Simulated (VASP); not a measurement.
# MoH3 (P-3m1) in VASP: further runs

Runs on MoH3. Level: PBE. Tasks: single point, relaxation of cell and atoms.

Everything below comes from runs of VASP 6.6.1. Logs are shortened: lines on timing, memory, paths and dates and some standing lists are left out, and cuts for length are marked.

## (1) The cell of the first run

The structure is trigonal, space group P-3m1 (No. 164). Conventional cell: a = 2.941 Å, b = 2.941 Å, c = 3.772 Å, α = 90.00°, β = 90.00°, γ = 120.00°. H (site symmetry 3m) has 3 Mo at 1.89 Å and 6 H at 2.00 to 2.38 Å within 2.5 Å. H (site symmetry -3m) has 2 Mo at 1.89 Å and 6 H at 2.00 Å within 2.5 Å. Within 2.5 Å of Mo (site symmetry -3m) lie 8 H at 1.89 Å.

The cell was generated, and may not be a known phase.

## (2) Single point, PBE

Contents of INCAR:

```
SYSTEM = MoH3
  ALGO = Normal
  EDIFF = 1E-6
  ENCUT = 520
  GGA = PE
  ISIF = 2
  ISMEAR = 0
  LASPH = .TRUE.
  LCHARG = .FALSE.
  LREAL = .FALSE.
  LWAVE = .FALSE.
  NBANDS = 16
  NELM = 60
  PREC = Accurate
  SIGMA = 0.1
```

Contents of KPOINTS:

```
k-points
0
G
  6 6 4
  0 0 0
```

Contents of POSCAR:

```
MoH3
1.0
    2.9409737648      0.0000000000      0.0000000000
   -1.4704868824      2.5469579922      0.0000000000
    0.0000000000      0.0000000000      3.7722474091
H Mo
3 1
Direct
    0.3333333333      0.6666666667      0.7791658215
    0.6666666667      0.3333333333      0.2208341785
    0.0000000000      0.0000000000      0.5000000000
    0.0000000000      0.0000000000      0.0000000000
```

Potentials or basis: VASP PAW PBE potentials, release 64 (H, Mo_sv).

Started as:

```console
> cat potpaw_PBE.64/H/POTCAR potpaw_PBE.64/Mo_sv/POTCAR > POTCAR
> mpirun -np 1 vasp_std > vasp.out
```

OUTCAR:

```text
SYSTEM = MoH3
   EDIFF = 1E-6
   ENCUT = 520
   GGA = PE
   ISIF = 2
   ISMEAR = 0
   LASPH = .TRUE.
   LREAL = .FALSE.
   NELM = 60
   PREC = Accurate

 ion  position               nearest neighbor table
   1  0.333  0.667  0.779-   4 1.89   4 1.89   4 1.89
   2  0.667  0.333  0.221-   4 1.89   4 1.89   4 1.89
   3  0.000  0.000  0.500-   4 1.89   4 1.89
   4  0.000  0.000  0.000-   3 1.89   3 1.89   1 1.89   2 1.89   2 1.89   1 1.89   2 1.89   1 1.89

  LATTYP: Found a hexagonal cell.
 ALAT       =     2.9409737648
 C/A-ratio  =     1.2826525195

  Lattice vectors:

 A1 = (   2.9409737648,   0.0000000000,   0.0000000000)
 A2 = (  -1.4704868824,   2.5469579922,   0.0000000000)
 A3 = (   0.0000000000,   0.0000000000,   3.7722474091)

Analysis of symmetry for initial positions (statically):
=====================================================================
 Subroutine PRICEL returns:
 Original cell was already a primitive cell.

 Routine SETGRP: Setting up the symmetry group for a
 hexagonal supercell.

 Subroutine GETGRP returns: Found 12 space group operations
 (whereof 12 operations were pure point group operations)
 out of a pool of 24 trial point group operations.

The static configuration has the point symmetry D_3d.

Analysis of symmetry for dynamics (positions and initial velocities):
=====================================================================
 Subroutine PRICEL returns:
 Original cell was already a primitive cell.

 Routine SETGRP: Setting up the symmetry group for a
 hexagonal supercell.

 Subroutine GETGRP returns: Found 12 space group operations
 (whereof 12 operations were pure point group operations)
 out of a pool of 24 trial point group operations.

The dynamic configuration has the point symmetry D_3d.

 Subroutine INISYM returns: Found 12 space group operations
 (whereof 12 operations are pure point group operations),
 and found     1 'primitive' translations

----------------------------------------------------------------------------------------

                                     Primitive cell

  volume of cell :      28.2562

  direct lattice vectors                    reciprocal lattice vectors
     2.940973765  0.000000000  0.000000000     0.340023434  0.196312621  0.000000000
    -1.470486882  2.546957992  0.000000000     0.000000000  0.392625243  0.000000000
     0.000000000  0.000000000  3.772247409     0.000000000  0.000000000  0.265093959

  length of vectors
     2.940973765  2.940973765  3.772247409     0.392625243  0.392625243  0.265093959

  position of ions in fractional coordinates (direct lattice)
     0.333333333  0.666666667  0.779165822
     0.666666667  0.333333333  0.220834178
     0.000000000  0.000000000  0.500000000
     0.000000000  0.000000000  0.000000000

  ion indices of the primitive-cell ions
   primitive index   ion index
                 1           1
                 2           2
                 3           3
                 4           4

----------------------------------------------------------------------------------------

 KPOINTS: k-points

Automatic generation of k-mesh.
 Grid dimensions read from file:
 generate k-points for:    6    6    4

 Generating k-lattice:

  Cartesian coordinates                     Fractional coordinates (reciprocal lattice)
     0.056670572  0.032718770  0.000000000     0.166666667  0.000000000  0.000000000
     0.000000000  0.065437540  0.000000000     0.000000000  0.166666667  0.000000000
     0.000000000  0.000000000  0.066273490     0.000000000  0.000000000  0.250000000

  Length of vectors
     0.065437540  0.065437540  0.066273490

  Shift w.r.t. Gamma in fractional coordinates (k-lattice)
     0.000000000  0.000000000  0.000000000

 Subroutine IBZKPT returns following result:
 ===========================================

 Found     24 irreducible k-points:

 Following reciprocal coordinates:
            Coordinates               Weight
  0.000000  0.000000  0.000000      1.000000
  0.166667  0.000000  0.000000      6.000000
  0.333333  0.000000  0.000000      6.000000
  0.500000  0.000000  0.000000      3.000000
  0.166667  0.166667  0.000000      6.000000
  0.333333  0.166667  0.000000     12.000000
[... 16 lines left out ...]
  0.333333  0.166667  0.500000     12.000000
  0.333333  0.333333  0.500000      2.000000
   k-points           NKPTS =     24   k-points in BZ     NKDIM =     24   number of bands    NBANDS=     16
   number of dos      NEDOS =    301   number of ions     NIONS =      4
   total plane-waves  NPLWV =  16128
   dimension x,y,z NGX =    24 NGY =   24 NGZ =   28
   dimension x,y,z NGXF=    48 NGYF=   48 NGZF=   56
   ions per type =               3   1
   NGX,Y,Z   is equivalent  to a cutoff of  13.57, 13.57, 12.34 a.u.
   NGXF,Y,Z  is equivalent  to a cutoff of  27.13, 27.13, 24.68 a.u.
 SYSTEM =  MoH3
   PREC   = accura    normal or accurate (medium, high low for compatibility)
   ISTART =      0    job   : 0-new  1-cont  2-samecut
   ICHARG =      2    charge: 1-file 2-atom 10-const
   ISPIN  =      1    spin polarized calculation?
   LNONCOLLINEAR =      F non collinear calculations
   LSORBIT =      F    spin-orbit coupling
   LASPH  =      T    aspherical Exc in radial PAW
   ENCUT  =  520.0 eV  38.22 Ry    6.18 a.u.   5.47  5.47  7.01*2*pi/ulx,y,z
   NELM   =     60;   NELMIN=  2; NELMDL= -5     # of ELM steps
   EDIFF  = 0.1E-05   stopping-criterion for ELM
   LREAL  =      F    real-space projection
[... 7 lines left out ...]
   TEBEG  =    0.0;   TEEND  =   0.0 temperature during run
   PSTRESS=    0.0 pullay stress
   NELECT =      17.0000    total number of electrons
   NUPDOWN=      -1.0000    fix difference up-down
   EMIN   =  10.00;   EMAX   =-10.00  energy-range for DOS
   EFERMI =   0.00;   METHOD = LEGACY
   ISMEAR =     0;   SIGMA  =   0.10  broadening in eV -4-tet -1-fermi 0-gaus
   EFERMI_NEDOS =   21; number of points for ismear=-14 and -15
   IALGO  =     38    algorithm
   IMIX   =      4    mixing-type and parameters
     AMIX     =   0.40;   BMIX     =  1.00
     AMIX_MAG =   1.60;   BMIX_MAG =  1.00
  volume/ion in A,a.u.               =       7.06        47.67
  Fermi-wavevector in a.u.,A,eV,Ry     =   1.382038  2.611674 25.987537  1.910030
  Thomas-Fermi vector in A             =   2.506767
   LORBIT       =      0    0 simple, 1 ext, 2 COOP (PROOUT), +10 PAW based schemes
   GGA     = PE    functional components
   LHFCALC =     F    Hartree Fock is set to
   AEXX    =    0.0000 exact exchange contribution
   IVDW    =     0    specifies the selected vdW correction
   LEPSILON=     F    determine dielectric tensor
   LRPA    =     F    only Hartree local field effects (RPA)
 non-spin polarized calculation
 Gauss-broadening in eV      SIGMA  =   0.10
  energy-cutoff  :      520.00
  volume of cell :       28.26
 maximum number of plane-waves:       806
 NGX is ok and might be reduce to    24
   NGX = 11   NGY = 11   NGZ = 15

 number of electron      17.0000000 magnetization

 Free energy of the ion-electron system (eV)
  ---------------------------------------------------
  ext. energy  EPLUGINS =         0.00000000
  ---------------------------------------------------
  free energy    TOTEN  =       -20.28871135 eV

  energy without entropy =      -20.28082003  energy(sigma->0) =      -20.28476569

 E-fermi :   6.5249     XC(G=0): -11.4835

 val. band max:        6.4678919723   @ k =   0.1667   0.0000   0.5000
 cond. band min:       6.5262049849   @ k =   0.1667   0.1667   0.5000
 fundamental gap:      0.0583130126
 Fermi energy:         6.5248688052

 k-point     1 :       0.0000    0.0000    0.0000
  band No.  band energies     occupation
      1     -54.5356      2.00000
      2     -28.7556      2.00000
      3     -28.1688      2.00000
      4     -28.1688      2.00000
      5      -3.2914      2.00000
      6       1.1327      2.00000
[... 8 lines left out ...]
     15      23.0667      0.00000
     16      23.0667      0.00000

 k-point     2 :       0.1667    0.0000    0.0000
  band No.  band energies     occupation
      1     -54.5110      2.00000
      2     -28.7263      2.00000
      3     -28.3645      2.00000
      4     -28.2117      2.00000
      5      -2.5767      2.00000
      6       1.5393      2.00000
[... 8 lines left out ...]
     15      21.0725      0.00000
     16      21.2133      0.00000

 k-point     3 :       0.3333    0.0000    0.0000
  band No.  band energies     occupation
      1     -54.4615      2.00000
      2     -28.7432      2.00000
      3     -28.6661      2.00000
      4     -28.2966      2.00000
      5      -1.0205      2.00000
      6       1.1172      2.00000
[... 8 lines left out ...]
     15      18.6618      0.00000
     16      20.5932      0.00000

 k-point     4 :       0.5000    0.0000    0.0000
  band No.  band energies     occupation
      1     -54.4366      2.00000
      2     -28.9252      2.00000
      3     -28.6369      2.00000
      4     -28.3385      2.00000
      5      -0.5559      2.00000
      6       1.6227      2.00000
[... 8 lines left out ...]
     15      17.1990      0.00000
     16      21.2758      0.00000
[... 324 lines left out ...]
 k-point    22 :       0.1667    0.1667    0.5000
  band No.  band energies     occupation
      1     -54.4717      2.00000
      2     -28.7404      2.00000
      3     -28.6087      2.00000
      4     -28.3117      2.00000
      5      -0.0452      2.00000
      6       0.6589      2.00000
[... 8 lines left out ...]
     15      20.6967      0.00000
     16      22.5264      0.00000

 k-point    23 :       0.3333    0.1667    0.5000
  band No.  band energies     occupation
      1     -54.4344      2.00000
      2     -28.8244      2.00000
      3     -28.6921      2.00000
      4     -28.4388      2.00000
      5      -0.0721      2.00000
      6       2.0110      2.00000
[... 8 lines left out ...]
     15      17.8084      0.00000
     16      22.9868      0.00000

 k-point    24 :       0.3333    0.3333    0.5000
  band No.  band energies     occupation
      1     -54.4220      2.00000
      2     -28.6909      2.00000
      3     -28.6909      2.00000
      4     -28.6765      2.00000
      5       1.0227      2.00000
      6       1.0227      2.00000
[... 8 lines left out ...]
     15      15.9302      0.00000
     16      25.2733      0.00000

------------------------ aborting loop because EDIFF is reached ----------------------------------------

  FORCE on cell =-STRESS in cart. coord.  units (eV):
  Direction    XX          YY          ZZ          XY          YZ          ZX
  --------------------------------------------------------------------------------------
  -------------------------------------------------------------------------------------
  Total       -0.0018335     -0.0018335      0.0211167     -0.0000000     -0.0000000      0.0000000
  in kB       -0.1039607     -0.1039607      1.1973574     -0.0000000     -0.0000000      0.0000000
  external PRESSURE =       0.3298120 kB  Pullay stress =       0.0000000 kB

 VOLUME and BASIS-vectors are now :
 -----------------------------------------------------------------------------
  energy-cutoff  :      520.00
  volume of cell :       28.26
      direct lattice vectors                 reciprocal lattice vectors
     2.940973765  0.000000000  0.000000000     0.340023434  0.196312621  0.000000000
    -1.470486882  2.546957992  0.000000000     0.000000000  0.392625243  0.000000000
     0.000000000  0.000000000  3.772247409     0.000000000  0.000000000  0.265093959

 POSITION                                       TOTAL-FORCE (eV/Angst)
 -----------------------------------------------------------------------------------
     -0.00000      1.69797      2.93921        -0.000000      0.000000     -0.002684
      1.47049      0.84899      0.83304         0.000000     -0.000000      0.002684
      0.00000      0.00000      1.88612        -0.000000      0.000000     -0.000000
      0.00000      0.00000      0.00000        -0.000000      0.000000     -0.000000
 -----------------------------------------------------------------------------------
    total drift:                               -0.000000      0.000000     -0.000000

  FREE ENERGIE OF THE ION-ELECTRON SYSTEM (eV)
  ---------------------------------------------------
  free  energy   TOTEN  =       -20.2887113517 eV

  energy  without entropy=      -20.2808200280  energy(sigma->0) =      -20.28476569
```

It took 17 s on 1 thread of Intel Xeon 8259CL, shared host; peak memory 0.14 GiB.

Results:

```yaml
Free_energy: -20.2887 eV
Pressure: 0.0 GPa
Band_gap_on_the_k_mesh: zero (an odd number of electrons rules out a gap without spin polarisation)
```

Forces on the atoms (eV/Å):
```
H    0.000  0.000 -0.003
H    0.000  0.000  0.003
H    0.000  0.000  0.000
Mo   0.000  0.000  0.000
```

Stress tensor (GPa, compression positive):
```
-0.01  0.00  0.00
 0.00 -0.01  0.00
 0.00  0.00  0.12
```

Levels at points of the mesh, in eV from the Fermi level:
| k point | band 6 | band 7 | band 8 | band 9 | band 10 | band 11 | band 12 | band 13 |
| --- | --- | --- | --- | --- | --- | --- | --- | --- |
| (0.00, 0.00, 0.00) | -5.39 | -1.64 | -0.93 | -0.93 | 1.59 | 1.59 | 9.09 | 9.87 |
| (0.50, 0.00, 0.00) | -4.90 | -4.06 | -2.43 | 0.77 | 3.13 | 5.48 | 7.63 | 9.25 |
| (0.00, 0.00, 0.50) | -6.73 | -0.88 | -0.88 | -0.23 | 1.27 | 1.27 | 2.57 | 11.22 |
| (0.50, 0.00, 0.50) | -3.54 | -3.33 | -1.46 | 0.28 | 0.93 | 3.14 | 7.30 | 7.70 |

Caveat: the k points lie up to 0.42 Å⁻¹ apart, too coarse for converged energies and pressures of a metal; an odd number of electrons without spin polarisation forces a metal; a magnetic or distorted state may lie lower.

## (3) Relaxation of cell and atoms, PBE

This run uses another cell than the first one, of 11.06 Å³/atom.

Contents of INCAR:

```
PREC = Accurate ; ENCUT = 600
EDIFF = 1E-6 ; ISMEAR = 0
SIGMA = 0.1 ; LREAL = F
LASPH = T ; NELM = 80
ALGO = Normal ; ISIF = 3
LWAVE = F ; LCHARG = F
GGA = PE ; IBRION = 2
NSW = 90 ; EDIFFG = -0.04
```

Contents of KPOINTS:

```
regular mesh
0
Gamma
  6 6 4
```

Contents of POSCAR:

```
MoH3
1.0
    3.6889748800      0.0000000000      0.0000000000
   -1.8444874400      3.1947459600      0.0000000000
    0.0000000000      0.0000000000      3.7535645100
H Mo
3 1
Direct
    0.3333333300      0.6666666700      0.6397387800
    0.6666666700      0.3333333300      0.3602612200
    0.0000000000      0.0000000000      0.5000000000
    0.0000000000      0.0000000000      0.0000000000
```

Potentials or basis: VASP PAW PBE potentials, release 64 (H, Mo_sv).

Started as:

```console
> cat potpaw_PBE.64/H/POTCAR potpaw_PBE.64/Mo_sv/POTCAR > POTCAR
> mpirun -np 1 vasp_std > vasp.out
```

Wall time 4.3 min (1 thread of Intel Xeon 8259CL, shared host); peak memory 0.19 GiB.

The run converged. Its results:

```yaml
Free_energy: -20.2939 eV
Relaxed_volume: 7.06 Å³/atom
Relaxed_cell: a = 2.934 Å, b = 2.934 Å, c = 3.788 Å, α = 90.00°, β = 90.00°, γ = 120.00°
Space_group_after_relaxing_to_0.1_Å: P-3m1 (No. 164)
Energy_gained_by_relaxing: 1067.6 meV/atom
Ionic_steps: 14
Pressure_after_relaxing: 0.3 GPa
Largest_force_after_relaxing: 0.007 eV/Å
Band_gap_on_the_k_mesh: zero (an odd number of electrons rules out a gap without spin polarisation)
```

Forces on the atoms (eV/Å):
```
H    0.000  0.000 -0.007
H    0.000  0.000  0.007
H    0.000  0.000  0.000
Mo   0.000  0.000  0.000
```

Stress tensor (GPa, compression positive):
```
 0.51  0.00  0.00
 0.00  0.51  0.00
 0.00  0.00 -0.24
```

The path:
```
step  energy change (eV)  largest force (eV/Å)  pressure (GPa)  volume (Å³)
   1              0.0000                1.7994          -28.54        44.24
   2             -2.3109                1.8368          -21.75        32.78
   3             -3.0728                1.5246            2.70        26.53
   4             -3.0839                1.4029           11.79        25.35
   5             -3.5768                0.0433           46.29        22.52
   6             -3.6689                0.5343           32.91        23.25
   7             -4.1639                0.6816           -2.57        27.42
   8             -4.1645                0.6877           -3.48        27.58
   9             -4.2151                0.4262           -0.61        27.48
  10             -4.2308                0.1929            2.24        27.39
  11             -4.2518                0.1520            0.26        27.85
  12             -4.2643                0.1122           -2.61        28.60
  13             -4.2700                0.0409            1.12        28.15
  14             -4.2705                0.0071            0.26        28.25
```

Final structure:
```
H Mo
1.0
     2.93435    0.00000    0.00000
    -1.46718    2.54122    0.00000
     0.00000    0.00000    3.78830
H Mo
3 1
Cartesian
  0.0000 1.6941 2.9470
  1.4672 0.8471 0.8413
  0.0000 0.0000 1.8941
  0.0000 0.0000 0.0000
```

Levels at points of the mesh, in eV from the Fermi level:
```tsv
k point	band 5	band 6	band 7	band 8	band 9	band 10	band 11	band 12
(0.00, 0.00, 0.00)	-9.81	-5.36	-1.69	-0.93	-0.93	1.61	1.61	8.97
(0.50, 0.00, 0.00)	-7.08	-4.85	-4.04	-2.47	0.78	3.17	5.50	9.23
(0.00, 0.00, 0.50)	-7.95	-6.75	-0.87	-0.87	-0.28	1.30	1.30	2.60
(0.50, 0.00, 0.50)	-7.14	-3.53	-3.35	-1.43	0.31	0.92	3.18	7.71
```

Caveat: the k points lie up to 0.41 Å⁻¹ apart in the final cell, too coarse for converged energies and pressures of a metal; the volume moved by over 15 % at a fixed basis, so the end points are rough; an odd number of electrons without spin polarisation forces a metal; a magnetic or distorted state may lie lower.

(Part 1 of 2 ends here.)

The gap in the log of VASP goes by the Fermi energy; the results here count the filled bands.